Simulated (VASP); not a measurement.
# Si3SnSe4 (Pm-3m) in VASP: further runs

The runs below take Si3SnSe4 through single point, relaxation of cell and atoms, with PBE.

Program: VASP 6.6.1. These are calculated values, not measurements. Logs are shortened: lines on timing, memory, paths and dates and some standing lists are left out, and cuts for length are marked.

## Step 1: The cell of the first run

Symmetry: Pm-3m, No. 221, cubic system. The conventional cell has a = 5.189 Å, b = 5.189 Å, c = 5.189 Å, α = 90.00°, β = 90.00°, γ = 90.00°. Si (site symmetry 4/mmm) has 2 Sn at 2.59 Å and 4 Se at 2.59 Å within 3.4 Å. Sn (site symmetry m-3m) has 6 Si at 2.59 Å within 3.4 Å. Within 3.4 Å of Se (site symmetry 4/mmm) lie 4 Si at 2.59 Å and 2 Se at 2.59 Å. Se (site symmetry m-3m) has 6 Se at 2.59 Å within 3.4 Å.

The cell was built from a structure type or drawn by symmetry, and may not be a known phase.

## Step 2: Single point, PBE

File INCAR:

```
PREC     = Accurate       # precision mode
ENCUT    = 520            # plane-wave cutoff, eV
EDIFF    = 1E-6           # SCF threshold, eV
ISMEAR   = 0              # smearing method
SIGMA    = 0.1            # smearing width, eV
LREAL    = False          # projectors in reciprocal space
LASPH    = True           # aspherical terms in the spheres
NELM     = 100            # most SCF steps
ALGO     = Normal         # electronic algorithm
ISIF     = 2              # what is computed and relaxed
LWAVE    = False          # write WAVECAR
LCHARG   = True           # write CHGCAR
GGA      = PE             # functional
LELF     = True           # ELF
LVHAR    = True         
NBANDS   = 35             # bands
```

File KPOINTS:

```
Automatic mesh
0
Gamma
  4 4 4
```

File POSCAR:

```
Si3SnSe4
1.0
    5.1886435500      0.0000000000      0.0000000000
    0.0000000000      5.1886435500      0.0000000000
    0.0000000000      0.0000000000      5.1886435500
Si Sn Se
3 1 4
Direct
    0.0000000000      0.5000000000      0.5000000000
    0.5000000000      0.0000000000      0.5000000000
    0.5000000000      0.5000000000      0.0000000000
    0.5000000000      0.5000000000      0.5000000000
    0.5000000000      0.0000000000      0.0000000000
    0.0000000000      0.5000000000      0.0000000000
    0.0000000000      0.0000000000      0.5000000000
    0.0000000000      0.0000000000      0.0000000000
```

Potentials or basis: VASP PAW PBE potentials, release 64 (Si, Sn_d, Se).

Launch:

```bash
> cat potpaw_PBE.64/Si/POTCAR potpaw_PBE.64/Sn_d/POTCAR potpaw_PBE.64/Se/POTCAR > POTCAR
> mpirun -np 1 vasp_std > vasp.out
```

OUTCAR:

```text
PREC = Accurate
   ENCUT = 520
   EDIFF = 1E-6
   ISMEAR = 0
   LREAL = False
   LASPH = True
   NELM = 100
   ISIF = 2
   GGA = PE

 ion  position               nearest neighbor table
   1  0.000  0.500  0.500-   4 2.59   6 2.59   7 2.59   6 2.59   7 2.59   4 2.59
   2  0.500  0.000  0.500-   4 2.59   5 2.59   7 2.59   5 2.59   4 2.59   7 2.59
   3  0.500  0.500  0.000-   4 2.59   5 2.59   6 2.59   4 2.59   5 2.59   6 2.59
   4  0.500  0.500  0.500-   1 2.59   2 2.59   3 2.59   3 2.59   2 2.59   1 2.59
   5  0.500  0.000  0.000-   2 2.59   3 2.59   8 2.59   2 2.59   3 2.59   8 2.59
   6  0.000  0.500  0.000-   1 2.59   3 2.59   8 2.59   1 2.59   8 2.59   3 2.59
   7  0.000  0.000  0.500-   1 2.59   2 2.59   8 2.59   8 2.59   1 2.59   2 2.59
   8  0.000  0.000  0.000-   5 2.59   6 2.59   7 2.59   7 2.59   6 2.59   5 2.59

  LATTYP: Found a simple cubic cell.
 ALAT       =     5.1886435500

  Lattice vectors:

 A1 = (   5.1886435500,   0.0000000000,   0.0000000000)
 A2 = (   0.0000000000,   5.1886435500,   0.0000000000)
 A3 = (   0.0000000000,   0.0000000000,   5.1886435500)

Analysis of symmetry for initial positions (statically):
=====================================================================
 Subroutine PRICEL returns:
 Original cell was already a primitive cell.

 Routine SETGRP: Setting up the symmetry group for a
 simple cubic supercell.

 Subroutine GETGRP returns: Found 48 space group operations
 (whereof 48 operations were pure point group operations)
 out of a pool of 48 trial point group operations.

The static configuration has the point symmetry O_h .

Analysis of symmetry for dynamics (positions and initial velocities):
=====================================================================
 Subroutine PRICEL returns:
 Original cell was already a primitive cell.

 Routine SETGRP: Setting up the symmetry group for a
 simple cubic supercell.

 Subroutine GETGRP returns: Found 48 space group operations
 (whereof 48 operations were pure point group operations)
 out of a pool of 48 trial point group operations.

The dynamic configuration has the point symmetry O_h .

 Subroutine INISYM returns: Found 48 space group operations
 (whereof 48 operations are pure point group operations),
 and found     1 'primitive' translations

----------------------------------------------------------------------------------------

                                     Primitive cell

[... 93 lines left out ...]
   ISIF   =      2    stress and relaxation
   ISYM   =      2    0-nonsym 1-usesym 2-fastsym
   POTIM  = 0.5000    time-step for ionic-motion
   TEBEG  =    0.0;   TEEND  =   0.0 temperature during run
   PSTRESS=    0.0 pullay stress
   NELECT =      50.0000    total number of electrons
   NUPDOWN=      -1.0000    fix difference up-down
   EMIN   =  10.00;   EMAX   =-10.00  energy-range for DOS
   EFERMI =   0.00;   METHOD = LEGACY
   ISMEAR =     0;   SIGMA  =   0.10  broadening in eV -4-tet -1-fermi 0-gaus
   EFERMI_NEDOS =   21; number of points for ismear=-14 and -15
   IALGO  =     38    algorithm
   IMIX   =      4    mixing-type and parameters
     AMIX     =   0.40;   BMIX     =  1.00
     AMIX_MAG =   1.60;   BMIX_MAG =  1.00
  volume/ion in A,a.u.               =      17.46       117.83
  Fermi-wavevector in a.u.,A,eV,Ry     =   1.162370  2.196560 18.382881  1.351104
  Thomas-Fermi vector in A             =   2.298932
   LORBIT       =      0    0 simple, 1 ext, 2 COOP (PROOUT), +10 PAW based schemes
   GGA     = PE    functional components
   LHFCALC =     F    Hartree Fock is set to
   AEXX    =    0.0000 exact exchange contribution
   IVDW    =     0    specifies the selected vdW correction
   LEPSILON=     F    determine dielectric tensor
   LRPA    =     F    only Hartree local field effects (RPA)
 non-spin polarized calculation
 Gauss-broadening in eV      SIGMA  =   0.10
  energy-cutoff  :      520.00
  volume of cell :      139.69
 maximum number of plane-waves:      3840
 NGX is ok and might be reduce to    40
   NGX = 19   NGY = 19   NGZ = 19

 number of electron      49.9999990 magnetization

 Free energy of the ion-electron system (eV)
  ---------------------------------------------------
  ext. energy  EPLUGINS =         0.00000000
  ---------------------------------------------------
  free energy    TOTEN  =       -30.21230817 eV

  energy without entropy =      -30.16935441  energy(sigma->0) =      -30.19083129

 E-fermi :   9.0142     XC(G=0): -10.9800

 val. band max:        9.0142089203   @ k =   0.2500   0.0000   0.0000
 cond. band min:       9.0573218504   @ k =   0.5000   0.2500   0.2500
 fundamental gap:      0.0431129301
 Fermi energy:         9.0142371471

 k-point     1 :       0.0000    0.0000    0.0000
  band No.  band energies     occupation
      1     -12.3720      2.00000
      2     -12.3720      2.00000
      3     -12.2704      2.00000
      4     -12.2704      2.00000
      5     -12.2704      2.00000
      6      -8.8336      2.00000
[... 369 lines left out ...]
     34      11.7970      0.00000
     35      11.7970      0.00000

------------------------ aborting loop because EDIFF is reached ----------------------------------------

  FORCE on cell =-STRESS in cart. coord.  units (eV):
  Direction    XX          YY          ZZ          XY          YZ          ZX
  --------------------------------------------------------------------------------------
  -------------------------------------------------------------------------------------
  Total       18.9445700     18.9445700     18.9445700      0.0000000      0.0000000     -0.0000000
  in kB      217.2870404    217.2870404    217.2870404      0.0000000      0.0000000     -0.0000000
  external PRESSURE =     217.2870404 kB  Pullay stress =       0.0000000 kB

 VOLUME and BASIS-vectors are now :
 -----------------------------------------------------------------------------
  energy-cutoff  :      520.00
  volume of cell :      139.69
      direct lattice vectors                 reciprocal lattice vectors
     5.188643550  0.000000000  0.000000000     0.192728599  0.000000000  0.000000000
     0.000000000  5.188643550  0.000000000     0.000000000  0.192728599  0.000000000
     0.000000000  0.000000000  5.188643550     0.000000000  0.000000000  0.192728599

 POSITION                                       TOTAL-FORCE (eV/Angst)
 -----------------------------------------------------------------------------------
      0.00000      2.59432      2.59432         0.000000      0.000000      0.000000
      2.59432      0.00000      2.59432         0.000000      0.000000      0.000000
      2.59432      2.59432      0.00000         0.000000      0.000000      0.000000
      2.59432      2.59432      2.59432         0.000000      0.000000      0.000000
      2.59432      0.00000      0.00000         0.000000      0.000000      0.000000
      0.00000      2.59432      0.00000         0.000000      0.000000      0.000000
      0.00000      0.00000      2.59432         0.000000      0.000000      0.000000
      0.00000      0.00000      0.00000         0.000000      0.000000      0.000000
 -----------------------------------------------------------------------------------
    total drift:                               -0.000000      0.000000     -0.000000

  FREE ENERGIE OF THE ION-ELECTRON SYSTEM (eV)
  ---------------------------------------------------
  free  energy   TOTEN  =       -30.2123081730 eV

  energy  without entropy=      -30.1693544077  energy(sigma->0) =      -30.19083129
```

OSZICAR:

```text
N       E                     dE             d eps       ncg     rms          rms(c)
DAV:   1     0.377572156094E+03    0.37757E+03   -0.21638E+04   716   0.152E+03
DAV:   2     0.243541102435E+02   -0.35322E+03   -0.33015E+03   708   0.363E+02
DAV:   3    -0.282948241252E+02   -0.52649E+02   -0.50098E+02   833   0.121E+02
[... 13 lines left out ...]
DAV:  17    -0.302123642578E+02    0.15809E-03   -0.93151E-05   823   0.422E-02    0.104E-01
DAV:  18    -0.302123208943E+02    0.43364E-04   -0.52723E-05   858   0.300E-02    0.611E-02
DAV:  19    -0.302123103110E+02    0.10583E-04   -0.11453E-05   852   0.151E-02    0.320E-02
DAV:  20    -0.302123090761E+02    0.12349E-05   -0.11500E-06   558   0.553E-03    0.186E-02
DAV:  21    -0.302123081730E+02    0.90307E-06   -0.61935E-07   448   0.357E-03
   1 F= -.30212308E+02 E0= -.30190831E+02  d E =-.429538E-01
```

Wall time 45 s (1 thread of Intel Xeon 6975P-C (Granite Rapids), shared host); peak memory 0.25 GiB.

Results:

```
Free energy            : -30.2123 eV
Pressure               : 21.7 GPa
Band gap on the k mesh : zero (bands 25 and 26 overlap by 0.34 eV)
```

Levels at points of the mesh, in eV from the Fermi level:
```csv
k point,band 21,band 22,band 23,band 24,band 25,band 26,band 27,band 28,band 29,band 30
"(0.00, 0.00, 0.00)",-5.54,-1.77,-1.77,-1.77,-0.50,1.13,1.13,1.13,2.78,2.78
"(0.50, 0.00, 0.00)",-3.53,-2.92,-2.92,-0.69,-0.43,0.34,1.02,2.07,2.68,3.00
"(0.50, 0.50, 0.00)",-3.35,-3.11,-1.02,-1.02,-0.34,-0.22,-0.22,0.98,1.44,1.78
"(0.50, 0.50, 0.50)",-3.20,-2.45,-0.90,-0.90,-0.90,0.14,0.14,0.14,0.16,0.16
```

Caveat: the cell stands under pressure; spin-orbit coupling is left out, which moves the levels of the heavy elements.

## Step 3: Single point, PBE

This run uses another cell than the first one, of 21.53 Å³/atom.

File INCAR:

```
PREC     = Accurate       # precision mode
ENCUT    = 520            # plane-wave cutoff, eV
EDIFF    = 1E-7           # SCF threshold, eV
ISMEAR   = 0              # smearing method
SIGMA    = 0.1            # smearing width, eV
LREAL    = F              # projectors in reciprocal space
LASPH    = T              # aspherical terms in the spheres
NELM     = 100            # most SCF steps
ALGO     = Normal         # electronic algorithm
ISIF     = 2              # what is computed and relaxed
LWAVE    = F              # write WAVECAR
LCHARG   = F              # write CHGCAR
GGA      = PE             # functional
NBANDS   = 35             # bands
```

KPOINTS is that of step 2.

POSCAR, as its differences from that of step 2:

```diff
@@ -2,5 +2,5 @@
 1.0
-    5.1886435500      0.0000000000      0.0000000000
-    0.0000000000      5.1886435500      0.0000000000
-    0.0000000000      0.0000000000      5.1886435500
+    5.5642141796      0.0000000000      0.0000000000
+    0.0000000000      5.5642141796      0.0000000000
+    0.0000000000      0.0000000000      5.5642141796
 Si Sn Se
```

Potentials or basis: VASP PAW PBE potentials, release 64 (Si, Sn_d, Se).

Launch:

```bash
> cat potpaw_PBE.64/Si/POTCAR potpaw_PBE.64/Sn_d/POTCAR potpaw_PBE.64/Se/POTCAR > POTCAR
> mpirun -np 1 vasp_std > vasp.out
```

Wall time 40 s (1 thread of Intel Xeon 6975P-C (Granite Rapids), shared host); peak memory 0.27 GiB.

The run converged. Its results:

```
Free energy            : -32.1046 eV
Pressure               : 0.2 GPa
Band gap on the k mesh : zero (bands 25 and 26 overlap by 0.26 eV)
```

Levels at points of the mesh, in eV from the Fermi level:
| k point | band 22 | band 23 | band 24 | band 25 | band 26 | band 27 | band 28 | band 29 |
| --- | --- | --- | --- | --- | --- | --- | --- | --- |
| (0.00, 0.00, 0.00) | -2.03 | -1.55 | -1.55 | -1.55 | 2.02 | 2.02 | 2.02 | 2.17 |
| (0.50, 0.00, 0.00) | -2.37 | -2.37 | -0.99 | -0.83 | 0.22 | 0.85 | 2.16 | 2.16 |
| (0.50, 0.50, 0.00) | -2.72 | -1.06 | -1.06 | -0.70 | -0.14 | -0.14 | 0.86 | 0.95 |
| (0.50, 0.50, 0.50) | -2.43 | -0.92 | -0.92 | -0.92 | 0.05 | 0.05 | 0.05 | 0.39 |

Caveat: spin-orbit coupling is left out, which moves the levels of the heavy elements.

[end of part 1 of 2]
